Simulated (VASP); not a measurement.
Here is a VASP 6.6.1 calculation.

INCAR

```
SYSTEM = AlB2P3
PREC = Accurate
ENCUT = 520
EDIFF = 1E-6
ISMEAR = 0
SIGMA = 0.01
LREAL = .False.
LASPH = .True.
NELM = 60
ALGO = Normal
ISIF = 2
LWAVE = .False.
LCHARG = .True.
GGA = PE
LELF = .True.
LVHAR = .True.
NBANDS = 21
```

Contents of KPOINTS:

```
Automatic mesh
0
Gamma
  12 12 4
  0 0 0
```

Contents of POSCAR:

```
AlB2P3
1.0
    3.4153663784      0.0000000000      0.0000000000
   -1.7076831892      2.9577940469      0.0000000000
    0.0000000000      0.0000000000      8.6495964266
Al B P
1 2 3
Direct
    0.6666666667      0.3333333333      0.3373898713
    0.0000000000      0.0000000000      0.9854420794
    0.3333333333      0.6666666667      0.6859812720
    0.0000000000      0.0000000000      0.2138232552
    0.6666666667      0.3333333333      0.6134491160
    0.3333333333      0.6666666667      0.9139144062
```

Potentials or basis: VASP PAW PBE potentials, release 64 (Al, B, P).

Command:

```console
$ cat potpaw_PBE.64/Al/POTCAR potpaw_PBE.64/B/POTCAR potpaw_PBE.64/P/POTCAR > POTCAR
$ mpirun -np 1 vasp_std > vasp.out
```

What does it give for the pressure?

-0.2 GPa.

Predict the band gap on the k mesh.

0.21 eV, indirect (least direct gap 1.46 eV).

Estimate the largest force.

0.010 eV/Å.

Forces on the atoms (eV/Å):
```
Al   0.000  0.000 -0.010
B    0.000  0.000  0.006
B    0.000  0.000 -0.009
P    0.000  0.000  0.007
P    0.000  0.000  0.002
P    0.000  0.000  0.004
```

A k mesh can miss the band edges.
